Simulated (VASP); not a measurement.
Set up this calculation in VASP 6.6.1, as the native input.

- Task: relaxation of cell and atoms
- Functional: LDA
- Potentials or basis: VASP PAW LDA potentials, release 64 (K_sv, I)
- Cutoff: 500 eV
- k mesh: 6 × 6 × 6
- Occupations: fermi-dirac, width 0.02 eV
- Spin: no spin polarisation
- Dipole correction: no
- Further INCAR settings: ALGO = Normal; EDIFF = 1e-07; IBRION = 2; EDIFFG = -0.005; NSW = 80; ISIF = 3

The structure of KI lies in POSCAR:

```
KI
1.0
    0.0000000000      3.5890743801      3.5890743801
    3.5890743801      0.0000000000      3.5890743801
    3.5890743801      3.5890743801      0.0000000000
K I
1 1
Direct
    0.0000000000      0.0000000000      0.0000000000
    0.5000000000      0.5000000000      0.5000000000
```

These files were run (other wordings do the same):

INCAR

```
PREC = Accurate ; ENCUT = 500
EDIFF = 1E-7 ; ISMEAR = -1
SIGMA = 0.02 ; LREAL = False
LASPH = True ; NELM = 120
ALGO = Normal ; ISIF = 3
LWAVE = False ; LCHARG = False
IBRION = 2 ; NSW = 80
EDIFFG = -0.005 ; GGA_COMPAT = False
NELMIN = 4
```

KPOINTS

```
regular mesh
0
Gamma
  6 6 6
```

Potentials or basis: VASP PAW LDA potentials, release 64 (K_sv, I).

Command:

```console
$ cat potpaw_LDA.64/K_sv/POTCAR potpaw_LDA.64/I/POTCAR > POTCAR
$ mpirun -np 1 vasp_std > vasp.out
```

Results of the run:

```json
{
  "Relaxed volume": "39.78 Å³/atom",
  "Relaxed cell": "a = 4.827 Å, b = 4.827 Å, c = 4.827 Å, α = 60.00°, β = 60.00°, γ = 60.00°",
  "Space group after relaxing (to 0.05 Å)": "Fm-3m (No. 225)",
  "Energy gained by relaxing": "38.9 meV/atom",
  "Ionic steps": "18",
  "Pressure after relaxing": "0.0 GPa",
  "Band gap on the k mesh": "3.87 eV, direct"
}
```

Caveat: spin-orbit coupling is left out, which moves the levels of the heavy elements.

Run time: 110 s on 1 thread of AMD EPYC 7R43 64-Core Processor (Zen 3), on a shared host, peak memory 0.16 GiB.
